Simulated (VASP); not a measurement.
Runs of VASP 6.6.1 on AgCl. The structure is that of space group Fm-3m (No. 225), or close to it. The cells are those of the table. 

```tsv
level	cell	smearing	gap on the mesh (eV)	pressure (GPa)
r2SCAN	a = 3.898, b = 3.898, c = 3.874 Å, angles 60.2, 60.2, 59.6°, 2 atoms	gaussian 0.01 eV	1.38	1.2
PBE	a = 3.898, b = 3.898, c = 3.874 Å, angles 60.2, 60.2, 59.6°, 2 atoms	fermi-dirac 0.02 eV	0.86	2.8
r2SCAN	a = 3.918, b = 3.918, c = 3.965 Å, angles 59.6, 59.6, 60.8°, 2 atoms	gaussian 0.01 eV	(b)	-0.5
PBE	a = 3.918, b = 3.918, c = 3.965 Å, angles 59.6, 59.6, 60.8°, 2 atoms	fermi-dirac 0.02 eV	0.84	1.1
PBE	a = 3.922, b = 3.922, c = 3.911 Å, angles 60.1, 60.1, 60.2°, 2 atoms	fermi-dirac 0.02 eV	(a)	1.5
r2SCAN	a = 3.922, b = 3.922, c = 3.911 Å, angles 60.1, 60.1, 60.2°, 2 atoms	gaussian 0.01 eV	1.42	-0.1
```

Alike in all rows: task single point; potentials or basis VASP PAW PBE potentials, release 64 (Ag, Cl); no spin polarisation; k mesh 8 × 8 × 8; cutoff (eV) 520.

Question: Fill in the values left out.

Answer: (a) 0.90; (b) 1.35.

Caveats: the PAW data sets were made with another functional, which shifts forces and pressure a little (some runs).

A k mesh can miss the band edges, and the runs leave out spin-orbit coupling on Ag.
